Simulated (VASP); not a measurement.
HfC: electric field gradients with PBEsol

Crystal: HfC.

```
Hf C
1.0
     0.00000    2.25525    2.32500
     2.25525    0.00000    2.32500
     2.25525    2.25525    0.00000
Hf C
1 1
Direct
  0.50000 0.50000 0.50000
  0.00000 0.00000 0.00000
```

This cell differs from its parent crystal: equal xx and yy strain of -3 %.

```json
{"Program": "VASP 6.6.1", "Task": "electric field gradients", "Functional": "PBEsol", "Potentials or basis": "VASP PAW PBE potentials, release 64 (Hf_pv, C)", "Cutoff": "520 eV", "k mesh": "15 × 15 × 15", "Occupations": "fermi-dirac, width 0.05 eV", "Spin": "no spin polarisation", "Dipole correction": "no", "Further INCAR settings": "ALGO = Normal; EDIFF = 1e-08; NBANDS = 14"}
```

| Item | Value |
| --- | --- |
| Pressure | 9.1 GPa |
| Band gap on the k mesh | zero (bands 7 and 8 overlap by 1.58 eV) |
| Largest electric field gradient by atom | Hf +99.5; C +3.9 V/Å² |

Stress tensor (GPa, compression positive):
```
14.04  0.00  0.00
 0.00 14.04  0.00
 0.00  0.00 -0.79
```

Levels at points of the mesh, in eV from the Fermi level:
| k point | band 3 | band 4 | band 5 | band 6 | band 7 | band 8 | band 9 | band 10 | band 11 | band 12 |
| --- | --- | --- | --- | --- | --- | --- | --- | --- | --- | --- |
| (0.00, 0.00, 0.00) | -29.17 | -12.58 | 0.96 | 1.15 | 1.15 | 1.15 | 1.50 | 1.50 | 3.28 | 3.79 |

Electric field gradients, principal values (V/Å²):
| atom | least | middle | greatest (by size) |
| --- | --- | --- | --- |
| 1 Hf | -49.763 | -49.765 | 99.528 |
| 2 C | -1.969 | -1.970 | 3.940 |

Wall time 49 s on 1 thread of Intel(R) Xeon(R) Platinum 8259CL CPU @ 2.50GHz (Skylake/Cascade Lake) (shared host), peak memory 0.22 GiB.

Caveat: the cell differs from its parent crystal (equal xx and yy strain of -3 %); the cell stands under pressure; without QUAD_EFG the Cq values of the log hold for a quadrupole moment of 1 mb, not for the nuclei; the PAW data sets were made with another functional, which shifts forces and pressure a little; spin-orbit coupling is left out, which moves the levels of the heavy elements.
